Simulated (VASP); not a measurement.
# LaAl2N3 (P4mm) in VASP: relaxation of cell and atoms with PBE

Aim: the relaxation of cell and atoms of LaAl2N3 with PBE.

Program: VASP 6.6.1. These are calculated values, not measurements. Logs are shortened: lines on timing, memory, paths and dates and some standing lists are left out, and cuts for length are marked.

## 1. The cell of the first run

Symmetry: P4mm, No. 99, tetragonal system. The conventional cell has a = 3.727 Å, b = 3.727 Å, c = 7.224 Å, α = 90.00°, β = 90.00°, γ = 90.00°. Within 3.5 Å of La (site symmetry 4mm) lie 8 N at 2.64 to 3.15 Å and 5 Al at 2.96 to 3.32 Å. Al (site symmetry 4mm) has 4 N at 1.91 Å within 2.5 Å. Within 2.6 Å of Al (site symmetry 4mm) lie 5 N at 1.94 to 2.00 Å. N (site symmetry 2mm) has 4 Al at 1.91 to 1.94 Å within 2.5 Å. N (site symmetry 4mm) has 1 Al at 2.00 Å and 4 La at 2.64 Å within 2.7 Å.

The cell was generated, and may not be a known phase.

## 2. Relaxation of cell and atoms, PBE

Contents of INCAR:

```
ALGO = Normal ; EDIFF = 1E-7
EDIFFG = -0.04 ; ENCUT = 1330
GGA = PE ; GGA_COMPAT = F
IBRION = 2 ; ISIF = 3
ISMEAR = 0 ; LASPH = T
LCHARG = F ; LMAXMIX = 6
LREAL = F ; LWAVE = F
NELM = 200 ; NELMIN = 4
NSW = 90 ; PREC = Accurate
SIGMA = 0.1
```

Contents of KPOINTS:

```
k-points
0
Gamma
  6 6 4
```

Contents of POSCAR:

```
LaAl2N3
1.0
    3.7273616068      0.0000000000      0.0000000000
    0.0000000000      3.7273616068      0.0000000000
    0.0000000000      0.0000000000      7.2243760530
La Al N
1 2 3
Direct
    0.5000000000      0.5000000000      0.3276835369
    0.5000000000      0.5000000000      0.7368029610
    0.0000000000      0.0000000000      0.6062764140
    0.5000000000      0.0000000000      0.6790549204
    0.0000000000      0.5000000000      0.6790549204
    0.0000000000      0.0000000000      0.3297826372
```

Potentials or basis: VASP PAW PBE potentials, release 64 (La, Al, N_h).

Started as:

```bash
$ cat potpaw_PBE.64/La/POTCAR potpaw_PBE.64/Al/POTCAR potpaw_PBE.64/N_h/POTCAR > POTCAR
$ mpirun -np 1 vasp_std > vasp.out
```

OUTCAR:

```text
EDIFF = 1E-7
   EDIFFG = -0.04
   ENCUT = 1330
   GGA = PE
   IBRION = 2
   ISIF = 3
   ISMEAR = 0
   LASPH = T
   LREAL = F
   NELM = 200
   NELMIN = 4
   NSW = 90
   PREC = Accurate

 ion  position               nearest neighbor table
   1  0.500  0.500  0.328-   2 2.96   3 3.32   3 3.32   3 3.32   3 3.32
   2  0.500  0.500  0.737-   4 1.91   5 1.91   4 1.91   5 1.91   3 2.80   3 2.80   3 2.80   3 2.80
                             1 2.96
   3  0.000  0.000  0.606-   4 1.94   5 1.94   5 1.94   4 1.94   6 2.00   2 2.80   2 2.80   2 2.80
                             2 2.80   1 3.32   1 3.32   1 3.32   1 3.32
   4  0.500  0.000  0.679-   2 1.91   2 1.91   3 1.94   3 1.94
   5  0.000  0.500  0.679-   2 1.91   2 1.91   3 1.94   3 1.94
   6  0.000  0.000  0.330-   3 2.00

  LATTYP: Found a simple tetragonal cell.
 ALAT       =     3.7273616068
 C/A-ratio  =     1.9382010159

  Lattice vectors:

 A1 = (   3.7273616068,   0.0000000000,   0.0000000000)
 A2 = (   0.0000000000,   3.7273616068,   0.0000000000)
 A3 = (   0.0000000000,   0.0000000000,   7.2243760530)

Analysis of symmetry for initial positions (statically):
=====================================================================
 Subroutine PRICEL returns:
 Original cell was already a primitive cell.

 Routine SETGRP: Setting up the symmetry group for a
 simple tetragonal supercell.

 Subroutine GETGRP returns: Found  8 space group operations
 (whereof  8 operations were pure point group operations)
 out of a pool of 16 trial point group operations.

The static configuration has the point symmetry C_4v.

Analysis of symmetry for dynamics (positions and initial velocities):
=====================================================================
 Subroutine PRICEL returns:
 Original cell was already a primitive cell.

 Routine SETGRP: Setting up the symmetry group for a
 simple tetragonal supercell.

 Subroutine GETGRP returns: Found  8 space group operations
 (whereof  8 operations were pure point group operations)
 out of a pool of 16 trial point group operations.

The dynamic configuration has the point symmetry C_4v.

 Subroutine INISYM returns: Found  8 space group operations
 (whereof  8 operations are pure point group operations),
 and found     1 'primitive' translations

----------------------------------------------------------------------------------------

                                     Primitive cell

  volume of cell :     100.3699

  direct lattice vectors                    reciprocal lattice vectors
     3.727361607  0.000000000  0.000000000     0.268286285  0.000000000  0.000000000
     0.000000000  3.727361607  0.000000000     0.000000000  0.268286285  0.000000000
     0.000000000  0.000000000  7.224376053     0.000000000  0.000000000  0.138420258

  length of vectors
     3.727361607  3.727361607  7.224376053     0.268286285  0.268286285  0.138420258

  position of ions in fractional coordinates (direct lattice)
     0.500000000  0.500000000  0.327683537
     0.500000000  0.500000000  0.736802961
     0.000000000  0.000000000  0.606276414
     0.500000000  0.000000000  0.679054920
     0.000000000  0.500000000  0.679054920
     0.000000000  0.000000000  0.329782637

  ion indices of the primitive-cell ions
   primitive index   ion index
                 1           1
                 2           2
                 3           3
                 4           4
                 5           5
                 6           6

[... 78 lines left out ...]
   ISYM   =      2    0-nonsym 1-usesym 2-fastsym
   POTIM  = 0.5000    time-step for ionic-motion
   TEBEG  =    0.0;   TEEND  =   0.0 temperature during run
   PSTRESS=    0.0 pullay stress
   NELECT =      32.0000    total number of electrons
   NUPDOWN=      -1.0000    fix difference up-down
   EMIN   =  10.00;   EMAX   =-10.00  energy-range for DOS
   EFERMI =   0.00;   METHOD = LEGACY
   ISMEAR =     0;   SIGMA  =   0.10  broadening in eV -4-tet -1-fermi 0-gaus
   EFERMI_NEDOS =   21; number of points for ismear=-14 and -15
   IALGO  =     38    algorithm
   IMIX   =      4    mixing-type and parameters
     AMIX     =   0.40;   BMIX     =  1.00
     AMIX_MAG =   1.60;   BMIX_MAG =  1.00
  volume/ion in A,a.u.               =      16.73       112.89
  Fermi-wavevector in a.u.,A,eV,Ry     =   1.118382  2.113436 17.017887  1.250779
  Thomas-Fermi vector in A             =   2.255013
   LORBIT       =      0    0 simple, 1 ext, 2 COOP (PROOUT), +10 PAW based schemes
   GGA     = PE    functional components
   LHFCALC =     F    Hartree Fock is set to
   AEXX    =    0.0000 exact exchange contribution
   IVDW    =     0    specifies the selected vdW correction
   LEPSILON=     F    determine dielectric tensor
   LRPA    =     F    only Hartree local field effects (RPA)
 conjugate gradient relaxation of ions
 non-spin polarized calculation
 Gauss-broadening in eV      SIGMA  =   0.10
  energy-cutoff  :     1330.00
  volume of cell :      100.37
 maximum number of plane-waves:     11104
 NGX is ok and might be reduce to    48
   NGX = 23   NGY = 23   NGZ = 43

--------------------------------------- Ionic step        1  -------------------------------------------

 number of electron      32.0000000 magnetization

 Free energy of the ion-electron system (eV)
  ---------------------------------------------------
  ext. energy  EPLUGINS =         0.00000000
  ---------------------------------------------------
  free energy    TOTEN  =       -42.30577760 eV

  energy without entropy =      -42.30442265  energy(sigma->0) =      -42.30510013

------------------------ aborting loop because EDIFF is reached ----------------------------------------

  FORCE on cell =-STRESS in cart. coord.  units (eV):
  Direction    XX          YY          ZZ          XY          YZ          ZX
  --------------------------------------------------------------------------------------
  -------------------------------------------------------------------------------------
  Total       -0.0749931     -0.0749931      0.0113988      0.0000000      0.0000000      0.0000000
  in kB       -1.1970946     -1.1970946      0.1819553      0.0000000      0.0000000      0.0000000
  external PRESSURE =      -0.7374113 kB  Pullay stress =       0.0000000 kB

 VOLUME and BASIS-vectors are now :
 -----------------------------------------------------------------------------
  energy-cutoff  :     1330.00
  volume of cell :      100.37
      direct lattice vectors                 reciprocal lattice vectors
     3.727361607  0.000000000  0.000000000     0.268286285  0.000000000  0.000000000
     0.000000000  3.727361607  0.000000000     0.000000000  0.268286285  0.000000000
     0.000000000  0.000000000  7.224376053     0.000000000  0.000000000  0.138420258

 POSITION                                       TOTAL-FORCE (eV/Angst)
 -----------------------------------------------------------------------------------
      1.86368      1.86368      2.36731         0.000000      0.000000      0.066031
      1.86368      1.86368      5.32294         0.000000      0.000000     -0.038208
      0.00000      0.00000      4.37997         0.000000     -0.000000      0.053758
      1.86368      0.00000      4.90575         0.000000     -0.000000     -0.021201
      0.00000      1.86368      4.90575         0.000000     -0.000000     -0.021201
      0.00000      0.00000      2.38247        -0.000000     -0.000000     -0.039178
 -----------------------------------------------------------------------------------
    total drift:                                0.000000     -0.000000     -0.000072

  FREE ENERGIE OF THE ION-ELECTRON SYSTEM (eV)
  ---------------------------------------------------
  free  energy   TOTEN  =       -42.3057776003 eV

  energy  without entropy=      -42.3044226506  energy(sigma->0) =      -42.30510013

--------------------------------------- Ionic step        2  -------------------------------------------

 number of electron      32.0000000 magnetization

 Free energy of the ion-electron system (eV)
  ---------------------------------------------------
  ext. energy  EPLUGINS =         0.00000000
  ---------------------------------------------------
  free energy    TOTEN  =       -42.30607216 eV

  energy without entropy =      -42.30477497  energy(sigma->0) =      -42.30542357

 E-fermi :   5.9541     XC(G=0):  -9.2357

 val. band max:        5.9071251630   @ k =   0.5000   0.5000   0.2500
 cond. band min:       6.1463013216   @ k =   0.1667   0.0000   0.0000
 fundamental gap:      0.2391761586
 Fermi energy:         5.9541046477

 k-point     1 :       0.0000    0.0000    0.0000
  band No.  band energies     occupation
      1     -26.3335      2.00000
      2     -11.0038      2.00000
      3      -9.6283      2.00000
      4      -9.6283      2.00000
      5      -9.6177      2.00000
      6      -6.5652      2.00000
[... 541 lines left out ...]
     19       8.4481      0.00000
     20       8.6509      0.00000

 [... further k-points ...]

------------------------ aborting loop because EDIFF is reached ----------------------------------------

  FORCE on cell =-STRESS in cart. coord.  units (eV):
  Direction    XX          YY          ZZ          XY          YZ          ZX
  --------------------------------------------------------------------------------------
  -------------------------------------------------------------------------------------
  Total        0.1353092      0.1353092      0.0621795      0.0000000      0.0000000      0.0000000
  in kB        2.1623136      2.1623136      0.9936612      0.0000000      0.0000000      0.0000000
  external PRESSURE =       1.7727628 kB  Pullay stress =       0.0000000 kB

 VOLUME and BASIS-vectors are now :
 -----------------------------------------------------------------------------
  energy-cutoff  :     1330.00
  volume of cell :      100.26
      direct lattice vectors                 reciprocal lattice vectors
     3.725114091  0.000000000  0.000000000     0.268448154  0.000000000  0.000000000
     0.000000000  3.725114091  0.000000000     0.000000000  0.268448154  0.000000000
     0.000000000  0.000000000  7.225038175     0.000000000  0.000000000  0.138407573

 POSITION                                       TOTAL-FORCE (eV/Angst)
 -----------------------------------------------------------------------------------
      1.86256      1.86256      2.37071         0.000000     -0.000000      0.034614
      1.86256      1.86256      5.32159         0.000000      0.000000     -0.005608
      0.00000      3.72511      4.38296         0.000000      0.000000      0.001495
      1.86256      3.72511      4.90517         0.000000      0.000000     -0.013546
      0.00000      1.86256      4.90517         0.000000      0.000000     -0.013546
      3.72511      3.72511      2.38080         0.000000     -0.000000     -0.003408
 -----------------------------------------------------------------------------------
    total drift:                                0.000000      0.000000     -0.001273

  FREE ENERGIE OF THE ION-ELECTRON SYSTEM (eV)
  ---------------------------------------------------
  free  energy   TOTEN  =       -42.3060721603 eV

  energy  without entropy=      -42.3047749709  energy(sigma->0) =      -42.30542357

 reached required accuracy - stopping structural energy minimisation
```

Run time: 10 min. Hardware: 1 thread of Intel Xeon 6975P-C (Granite Rapids), shared host; peak memory 0.73 GiB.

Results:

```yaml
Free_energy: -42.3061 eV
Relaxed_volume: 16.71 Å³/atom
Relaxed_cell: a = 3.725 Å, b = 3.725 Å, c = 7.225 Å, α = 90.00°, β = 90.00°, γ = 90.00°
Space_group_after_relaxing_to_0.1_Å: P4mm (No. 99)
Energy_gained_by_relaxing: 0.0 meV/atom
Ionic_steps: 2
Pressure_after_relaxing: 0.2 GPa
Largest_force_after_relaxing: 0.035 eV/Å
Band_gap_on_the_k_mesh: zero (bands 16 and 17 overlap by 0.23 eV)
```

Forces in eV/Å, atoms in the order of the input:
```
La   0.000  0.000  0.035
Al   0.000  0.000 -0.006
Al   0.000  0.000  0.001
N    0.000  0.000 -0.014
N    0.000  0.000 -0.014
N    0.000  0.000 -0.003
```

Stress tensor (GPa, compression positive):
```
0.22 0.00 0.00
0.00 0.22 0.00
0.00 0.00 0.10
```

Step by step:
| step | energy change (eV) | largest force (eV/Å) | pressure (GPa) | volume (Å³) |
| --- | --- | --- | --- | --- |
| 1 | 0.0000 | 0.0660 | -0.07 | 100.37 |
| 2 | -0.0003 | 0.0346 | 0.18 | 100.26 |

Final structure:
```
La Al N
1.0
     3.72511    0.00000    0.00000
     0.00000    3.72511    0.00000
     0.00000    0.00000    7.22504
La Al N
1 2 3
Direct
  0.50000 0.50000 0.32812
  0.50000 0.50000 0.73655
  0.00000 0.00000 0.60664
  0.50000 0.00000 0.67891
  0.00000 0.50000 0.67891
  0.00000 0.00000 0.32952
```

Caveat: semilocal functionals underestimate gaps, and a narrow one can read as zero; spin-orbit coupling is left out, which moves the levels of the heavy elements.

The gap in the log of VASP goes by the Fermi energy; the results here count the filled bands.